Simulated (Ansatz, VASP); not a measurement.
## MgF2 in VASP and in Ansatz

The input INCAR:

```
SYSTEM = MgF2
PREC = Accurate
ENCUT = 600
EDIFF = 1E-6
ISMEAR = 0
SIGMA = 0.02
LREAL = .False.
LASPH = .True.
NELM = 120
ALGO = Normal
ISIF = 2
LWAVE = .False.
LCHARG = .True.
LELF = .True.
LVHAR = .True.
NBANDS = 25
GGA_COMPAT = .False.
```

KPOINTS

```
regular mesh
0
Gamma
  6 6 8
  0 0 0
```

Contents of POSCAR:

```
MgF2
1.0
    4.6975999886      0.0000000000      0.0000000000
    0.0000000000      4.6975999886      0.0000000000
    0.0000000000      0.0000000000      3.0930660367
Mg F
2 4
Direct
    0.0000000000      0.0000000000      0.0000000000
    0.5000000000      0.5000000000      0.5000000000
    0.3035644572      0.3035644572      0.0000000000
    0.1964355428      0.8035644572      0.5000000000
    0.6964355428      0.6964355428      0.0000000000
    0.8035644572      0.1964355428      0.5000000000
```

Input for Ansatz:

```yaml
crystal:
  lattice:
    - [4.6975999886, 0.0, 0.0]
    - [0.0, 4.6975999886, 0.0]
    - [0.0, 0.0, 3.0930660367]
  atoms:
    - { symbol: Mg, position: [0.0, 0.0, 0.0] }
    - { symbol: Mg, position: [0.5, 0.5, 0.5] }
    - { symbol: F, position: [0.3035644572, 0.3035644572, 0.0] }
    - { symbol: F, position: [0.1964355428, 0.8035644572, 0.5] }
    - { symbol: F, position: [0.6964355428, 0.6964355428, 0.0] }
    - { symbol: F, position: [0.8035644572, 0.1964355428, 0.5] }
kpoints:
  mp_grid: { grid: [6, 6, 8] }
hamiltonian:
  xc: lda
  pseudopotentials: { kind: paw, source: ansatz }
scf:
  occupations: { method: gaussian, width: 0.02 }
output:
  forces: true
  eigenvalues: true
  stress: true
```

Alike in both runs: task single point; functional LDA; k mesh 6 × 6 × 8; occupations gaussian, width 0.02 eV; no spin polarisation.

|  | VASP | Ansatz |
| --- | --- | --- |
| version | VASP 6.6.1 | Ansatz 0.2.0 |
| potentials or method | VASP PAW LDA potentials, release 64 (Mg, F) | scalar-relativistic, plane waves, PAW |
| plane-wave cutoff (eV) | 600 | 1050 |
| valence electrons in the cell | 32 | 48 |

VASP gave:

| Property | Result |
| --- | --- |
| gap on the k mesh at the Fermi level (eV) | 6.46 |
| pressure (GPa) | -10.1 |
| traceless stress, the component that is largest in VASP (GPa) | -0.35 |
| rms of the force components (eV/Å) | 0.034 |

What did Ansatz give for the same quantities?

gap on the k mesh at the Fermi level (eV): 6.48; pressure (GPa): -8.1; traceless stress, the component that is largest in VASP (GPa): -0.44; rms of the force components (eV/Å): 0.040.

LDA's correlation is that of Perdew and Zunger in VASP and of Perdew and Wang (1992) in Ansatz. Atom by atom the forces differ by 0.006 eV/Å (rms over components). VASP's potentials hold 32 valence electrons a cell and Ansatz's 48, so a difference there can come from the potentials and not from the codes.
